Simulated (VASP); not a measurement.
# SnO (ae) (P4/nmm) in VASP: single point with PBE

Aim: the single point of SnO (ae) with PBE.

All numbers are computed with VASP 6.6.1; they aren't measurements. Logs are shortened: lines on timing, memory, paths and dates and some standing lists are left out, and cuts for length are marked.

### 1 The cell of the first run

The structure is tetragonal, space group P4/nmm (No. 129). The conventional cell has a = 3.867 Å, b = 3.867 Å, c = 5.075 Å, α = 90.00°, β = 90.00°, γ = 90.00°. Within 3.0 Å of Sn (site symmetry 4mm) lie 4 O at 2.25 Å. Within 3.0 Å of O (site symmetry -4m2) lie 4 Sn at 2.25 Å and 4 O at 2.73 Å.

### 2 Single point, PBE

The input, INCAR:

```
  PREC = Accurate
  ENCUT = 600
  EDIFF = 1E-6
  ISMEAR = 0
  SIGMA = 0.02
  LREAL = False
  LASPH = True
  NELM = 120
  ALGO = Normal
  ISIF = 2
  LWAVE = False
  LCHARG = False
  GGA = PE
  NBANDS = 28
  GGA_COMPAT = False
```

The input, KPOINTS:

```
Automatic mesh
0
Gamma
  10 10 8
```

The input, POSCAR:

```
SnO
1.0
    3.8672188317      0.0000000000      0.0000000000
    0.0000000000      3.8672188317      0.0000000000
    0.0000000000      0.0000000000      5.0753813584
Sn O
2 2
Direct
    0.5000000000      0.0000000000      0.2284305199
    0.0000000000      0.5000000000      0.7715694801
    0.0000000000      0.0000000000      0.0000000000
    0.5000000000      0.5000000000      0.0000000000
```

Potentials or basis: VASP PAW PBE potentials, release 64 (Sn_d, O).

The run is started by

```
$ cat potpaw_PBE.64/Sn_d/POTCAR potpaw_PBE.64/O/POTCAR > POTCAR
$ mpirun -np 1 vasp_std > vasp.out
```

OUTCAR:

```text
PREC = Accurate
   ENCUT = 600
   EDIFF = 1E-6
   ISMEAR = 0
   LREAL = False
   LASPH = True
   NELM = 120
   ISIF = 2
   GGA = PE

 ion  position               nearest neighbor table
   1  0.500  0.000  0.228-   3 2.25   4 2.25   4 2.25   3 2.25   2 3.59   2 3.59   2 3.59   2 3.59

   2  0.000  0.500  0.772-   3 2.25   4 2.25   3 2.25   4 2.25   1 3.59   1 3.59   1 3.59   1 3.59

   3  0.000  0.000  0.000-   1 2.25   2 2.25   2 2.25   1 2.25
   4  0.500  0.500  0.000-   1 2.25   2 2.25   1 2.25   2 2.25

  LATTYP: Found a simple tetragonal cell.
 ALAT       =     3.8672188317
 C/A-ratio  =     1.3124112131

  Lattice vectors:

 A1 = (   3.8672188317,   0.0000000000,   0.0000000000)
 A2 = (   0.0000000000,   3.8672188317,   0.0000000000)
 A3 = (   0.0000000000,   0.0000000000,   5.0753813584)

Analysis of symmetry for initial positions (statically):
=====================================================================
 Subroutine PRICEL returns:
 Original cell was already a primitive cell.

 Routine SETGRP: Setting up the symmetry group for a
 simple tetragonal supercell.

 Subroutine GETGRP returns: Found 16 space group operations
 (whereof  8 operations were pure point group operations)
 out of a pool of 16 trial point group operations.

The static configuration has the point symmetry D_2d.
 The point group associated with its full space group is D_4h.

Analysis of symmetry for dynamics (positions and initial velocities):
=====================================================================
 Subroutine PRICEL returns:
 Original cell was already a primitive cell.

 Routine SETGRP: Setting up the symmetry group for a
 simple tetragonal supercell.

 Subroutine GETGRP returns: Found 16 space group operations
 (whereof  8 operations were pure point group operations)
 out of a pool of 16 trial point group operations.

The dynamic configuration has the point symmetry D_2d.
 The point group associated with its full space group is D_4h.

 Subroutine INISYM returns: Found 16 space group operations
 (whereof  8 operations are pure point group operations),
 and found     1 'primitive' translations

----------------------------------------------------------------------------------------

                                     Primitive cell

  volume of cell :      75.9043

  direct lattice vectors                    reciprocal lattice vectors
     3.867218832  0.000000000  0.000000000     0.258583764  0.000000000  0.000000000
     0.000000000  3.867218832  0.000000000     0.000000000  0.258583764  0.000000000
     0.000000000  0.000000000  5.075381358     0.000000000  0.000000000  0.197029529

  length of vectors
     3.867218832  3.867218832  5.075381358     0.258583764  0.258583764  0.197029529

  position of ions in fractional coordinates (direct lattice)
     0.500000000  0.000000000  0.228430520
     0.000000000  0.500000000  0.771569480
     0.000000000  0.000000000  0.000000000
     0.500000000  0.500000000  0.000000000

  ion indices of the primitive-cell ions
   primitive index   ion index
                 1           1
                 2           2
                 3           3
                 4           4

----------------------------------------------------------------------------------------

 KPOINTS: Automatic mesh

Automatic generation of k-mesh.
 Grid dimensions read from file:
 generate k-points for:   10   10    8

 Generating k-lattice:

  Cartesian coordinates                     Fractional coordinates (reciprocal lattice)
     0.025858376  0.000000000  0.000000000     0.100000000  0.000000000  0.000000000
     0.000000000  0.025858376  0.000000000     0.000000000  0.100000000  0.000000000
     0.000000000  0.000000000  0.024628691     0.000000000  0.000000000  0.125000000

  Length of vectors
     0.025858376  0.025858376  0.024628691

  Shift w.r.t. Gamma in fractional coordinates (k-lattice)
     0.000000000  0.000000000  0.000000000

 Subroutine IBZKPT returns following result:
 ===========================================

 Found    105 irreducible k-points:

 Following reciprocal coordinates:
            Coordinates               Weight
  0.000000  0.000000  0.000000      1.000000
  0.100000  0.000000  0.000000      4.000000
  0.200000  0.000000  0.000000      4.000000
  0.300000  0.000000  0.000000      4.000000
  0.400000  0.000000  0.000000      4.000000
  0.500000  0.000000  0.000000      2.000000
[... 16 lines left out ...]
  0.100000  0.000000  0.125000      8.000000
  0.200000  0.000000  0.125000      8.000000
 [... further k-points ...]
   k-points           NKPTS =    105   k-points in BZ     NKDIM =    105   number of bands    NBANDS=     28
   number of dos      NEDOS =    301   number of ions     NIONS =      4
   total plane-waves  NPLWV =  43008
   dimension x,y,z NGX =    32 NGY =   32 NGZ =   42
   dimension x,y,z NGXF=    64 NGYF=   64 NGZF=   84
   ions per type =               2   2
   NGX,Y,Z   is equivalent  to a cutoff of  13.76, 13.76, 13.76 a.u.
   NGXF,Y,Z  is equivalent  to a cutoff of  27.51, 27.51, 27.51 a.u.
 SYSTEM =  unknown system
   PREC   = accura    normal or accurate (medium, high low for compatibility)
   ISTART =      0    job   : 0-new  1-cont  2-samecut
   ICHARG =      2    charge: 1-file 2-atom 10-const
   ISPIN  =      1    spin polarized calculation?
   LNONCOLLINEAR =      F non collinear calculations
   LSORBIT =      F    spin-orbit coupling
   LASPH  =      T    aspherical Exc in radial PAW
   ENCUT  =  600.0 eV  44.10 Ry    6.64 a.u.   7.72  7.72 10.14*2*pi/ulx,y,z
   NELM   =    120;   NELMIN=  2; NELMDL= -5     # of ELM steps
   EDIFF  = 0.1E-05   stopping-criterion for ELM
   LREAL  =      F    real-space projection
   EDIFFG = 0.1E-04   stopping-criterion for IOM
   NSW    =      0    number of steps for IOM
   IBRION =     -1    ionic relax: 0-MD 1-quasi-New 2-CG
   NFREE  =      0    steps in history (QN), initial steepest desc. (CG)
   ISIF   =      2    stress and relaxation
   ISYM   =      2    0-nonsym 1-usesym 2-fastsym
   POTIM  = 0.5000    time-step for ionic-motion
   TEBEG  =    0.0;   TEEND  =   0.0 temperature during run
   PSTRESS=    0.0 pullay stress
   NELECT =      40.0000    total number of electrons
   NUPDOWN=      -1.0000    fix difference up-down
   EMIN   =  10.00;   EMAX   =-10.00  energy-range for DOS
   EFERMI =   0.00;   METHOD = LEGACY
   ISMEAR =     0;   SIGMA  =   0.02  broadening in eV -4-tet -1-fermi 0-gaus
   EFERMI_NEDOS =   21; number of points for ismear=-14 and -15
   IALGO  =     38    algorithm
   IMIX   =      4    mixing-type and parameters
     AMIX     =   0.40;   BMIX     =  1.00
     AMIX_MAG =   1.60;   BMIX_MAG =  1.00
  volume/ion in A,a.u.               =      18.98       128.06
  Fermi-wavevector in a.u.,A,eV,Ry     =   1.322329  2.498839 23.790512  1.748553
  Thomas-Fermi vector in A             =   2.452018
   LORBIT       =      0    0 simple, 1 ext, 2 COOP (PROOUT), +10 PAW based schemes
   GGA     = PE    functional components
   LHFCALC =     F    Hartree Fock is set to
   AEXX    =    0.0000 exact exchange contribution
   IVDW    =     0    specifies the selected vdW correction
   LEPSILON=     F    determine dielectric tensor
   LRPA    =     F    only Hartree local field effects (RPA)
 non-spin polarized calculation
 Gauss-broadening in eV      SIGMA  =   0.02
  energy-cutoff  :      600.00
  volume of cell :       75.90
 maximum number of plane-waves:      2560
 NGX is ok and might be reduce to    32
   NGX = 15   NGY = 15   NGZ = 21

 number of electron      39.9999995 magnetization

 Free energy of the ion-electron system (eV)
  ---------------------------------------------------
  ext. energy  EPLUGINS =         0.00000000
  ---------------------------------------------------
  free energy    TOTEN  =       -22.73043820 eV

  energy without entropy =      -22.73043820  energy(sigma->0) =      -22.73043820

 E-fermi :   6.3020     XC(G=0):  -9.8143

 val. band max:        6.1217874208   @ k =   0.1000   0.0000   0.0000
 cond. band min:       6.6360265274   @ k =   0.5000   0.5000   0.0000
 fundamental gap:      0.5142391066
 Fermi energy:         6.3020274039

 k-point     1 :       0.0000    0.0000    0.0000
  band No.  band energies     occupation
      1     -15.6199      2.00000
      2     -15.2558      2.00000
      3     -15.2503      2.00000
      4     -15.2503      2.00000
      5     -15.2211      2.00000
      6     -15.2063      2.00000
[... 20 lines left out ...]
     27      13.0837      0.00000
     28      13.5919      0.00000

 k-point     2 :       0.1000    0.0000    0.0000
  band No.  band energies     occupation
      1     -15.6148      2.00000
      2     -15.2545      2.00000
      3     -15.2490      2.00000
      4     -15.2487      2.00000
      5     -15.2222      2.00000
      6     -15.2034      2.00000
[... 20 lines left out ...]
     27      13.2654      0.00000
     28      14.3367      0.00000

 k-point     3 :       0.2000    0.0000    0.0000
  band No.  band energies     occupation
      1     -15.6001      2.00000
      2     -15.2829      2.00000
      3     -15.2454      2.00000
      4     -15.2437      2.00000
      5     -15.2252      2.00000
      6     -15.2250      2.00000
[... 20 lines left out ...]
     27      13.4673      0.00000
     28      15.8045      0.00000

 k-point     4 :       0.3000    0.0000    0.0000
  band No.  band energies     occupation
      1     -15.5768      2.00000
      2     -15.3600      2.00000
      3     -15.2411      2.00000
      4     -15.2360      2.00000
      5     -15.2289      2.00000
      6     -15.2206      2.00000
[... 578 lines left out ...]
     27      12.9839      0.00000
     28      13.6997      0.00000

 k-point    23 :       0.1000    0.0000    0.1250
  band No.  band energies     occupation
      1     -15.6136      2.00000
      2     -15.2563      2.00000
      3     -15.2473      2.00000
      4     -15.2462      2.00000
      5     -15.2210      2.00000
      6     -15.2024      2.00000
[... 20 lines left out ...]
     27      13.2301      0.00000
     28      14.3830      0.00000

 k-point    24 :       0.2000    0.0000    0.1250
  band No.  band energies     occupation
      1     -15.5993      2.00000
      2     -15.2858      2.00000
      3     -15.2457      2.00000
      4     -15.2411      2.00000
      5     -15.2258      2.00000
      6     -15.2238      2.00000
[... 20 lines left out ...]
     27      13.5420      0.00000
     28      15.7811      0.00000

 [... further k-points ...]
[... 5 lines left out ...]
  --------------------------------------------------------------------------------------
  -------------------------------------------------------------------------------------
  Total        0.0716915      0.0716915      0.0740242      0.0000000      0.0000000      0.0000000
  in kB        1.5132540      1.5132540      1.5624929      0.0000000      0.0000000      0.0000000
  external PRESSURE =       1.5296669 kB  Pullay stress =       0.0000000 kB

 VOLUME and BASIS-vectors are now :
 -----------------------------------------------------------------------------
  energy-cutoff  :      600.00
  volume of cell :       75.90
      direct lattice vectors                 reciprocal lattice vectors
     3.867218832  0.000000000  0.000000000     0.258583764  0.000000000  0.000000000
     0.000000000  3.867218832  0.000000000     0.000000000  0.258583764  0.000000000
     0.000000000  0.000000000  5.075381358     0.000000000  0.000000000  0.197029529

 POSITION                                       TOTAL-FORCE (eV/Angst)
 -----------------------------------------------------------------------------------
      1.93361      0.00000      1.15937         0.000000      0.000000      0.078855
      0.00000      1.93361      3.91601        -0.000000      0.000000     -0.078855
      0.00000      0.00000      0.00000         0.000000      0.000000      0.000000
      1.93361      1.93361      0.00000         0.000000     -0.000000      0.000000
 -----------------------------------------------------------------------------------
    total drift:                                0.000000     -0.000000      0.000000

  FREE ENERGIE OF THE ION-ELECTRON SYSTEM (eV)
  ---------------------------------------------------
  free  energy   TOTEN  =       -22.7304382014 eV

  energy  without entropy=      -22.7304382014  energy(sigma->0) =      -22.73043820
```

It took 4.6 min on 1 thread of Intel Xeon 8259CL, shared host; peak memory 0.36 GiB.

Results:

| Property | Result |
| --- | --- |
| Free energy | -22.7304 eV |
| Pressure | 0.2 GPa |
| Largest force | 0.079 eV/Å |
| Band gap on the k mesh | 0.51 eV, indirect (least direct gap 1.91 eV) |

Forces on the atoms (eV/Å):
```
Sn   0.000  0.000  0.079
Sn   0.000  0.000 -0.079
O    0.000  0.000  0.000
O    0.000  0.000  0.000
```

Caveat: spin-orbit coupling is left out, which moves the levels of the heavy elements.
